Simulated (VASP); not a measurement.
A run of VASP 6.6.1 is set up as follows.

Contents of POSCAR:

```
Au
1.0
    2.7290029879      0.0000000000      0.0000000000
   -1.3645014940      2.3633859145      0.0000000000
    0.0000000000      0.0000000000      5.5107069851
Au
2
Direct
    0.3333333333      0.6666666667      0.7500000000
    0.6666666667      0.3333333333      0.2500000000
```

The input INCAR.step1:

```
PREC = Accurate
ENCUT = 520
ISMEAR = 0
SIGMA = 0.15
LREAL = False
LASPH = True
NELM = 100
NBANDS = 18
GGA = PE
ALGO = Normal
EDIFF = 1E-4
LWAVE = True
LCHARG = False
```

Contents of INCAR.step2:

```
PREC = Accurate
ENCUT = 520
EDIFF = 1E-6
ISMEAR = 0
SIGMA = 0.15
LREAL = False
LASPH = True
NELM = 100
ALGO = Normal
ISIF = 2
LWAVE = False
LCHARG = True
METAGGA = R2SCAN
LMIXTAU = True
LELF = True
LVHAR = True
NBANDS = 18
ISTART = 1
```

Contents of KPOINTS:

```
Automatic mesh
0
Gamma
  24 24 12
```

Potentials or basis: VASP PAW PBE potentials, release 64 (Au).

Launch:

```bash
$ cat potpaw_PBE.64/Au/POTCAR > POTCAR
$ cp INCAR.step1 INCAR
$ mpirun -np 1 vasp_std > vasp.out
$ cp INCAR.step2 INCAR
$ mpirun -np 1 vasp_std > vasp.out
```

(1) Estimate the pressure.

(2) Predict the band gap on the k mesh.

Answers

(1) 7.1 GPa.

(2) zero (bands 11 and 12 overlap by 7.69 eV).

Caveat: the stress differs along the axes, from -4 to 13 GPa; the PAW data sets were made with another functional, which shifts forces and pressure a little; spin-orbit coupling is left out, which moves the levels of the heavy elements.
